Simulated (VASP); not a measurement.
A run of VASP 6.6.1:

The input INCAR:

```
  ALGO = Normal
  EDIFF = 1E-6
  ENCUT = 520
  GGA = PE
  ISIF = 2
  ISMEAR = 0
  LASPH = T
  LCHARG = T
  LELF = T
  LREAL = F
  LVHAR = T
  LWAVE = F
  NBANDS = 26
  NELM = 60
  PREC = Accurate
  SIGMA = 0.05
```

File KPOINTS:

```
k-points
0
Gamma
  6 6 4
```

The input POSCAR:

```
CdSe
1.0
    4.2984999142      0.0000000000      0.0000000000
   -2.1492499571      3.7226101239      0.0000000000
    0.0000000000      0.0000000000      7.0152000000
Cd Se
2 2
Direct
    0.6868138208      0.3736276416      0.0427642833
    0.3333333333      0.6666666667      0.5000000000
    0.6666666667      0.3333333333      0.3750000000
    0.3333333333      0.6666666667      0.8750000000
```

Potentials or basis: VASP PAW PBE potentials, release 64 (Cd, Se).

The run is started by

```sh
$ cat potpaw_PBE.64/Cd/POTCAR potpaw_PBE.64/Se/POTCAR > POTCAR
$ mpirun -np 1 vasp_std > vasp.out
```

Hardware: 1 thread of Intel(R) Xeon(R) Platinum 8375C CPU @ 2.90GHz (Ice Lake), on a shared host.

Question: How long does it take, and how much memory?

Answer: Wall time 85 s on 1 thread of Intel(R) Xeon(R) Platinum 8375C CPU @ 2.90GHz (Ice Lake), with other jobs on the host, peak memory 0.29 GiB. Counts: scf iterations 14, k points 47.
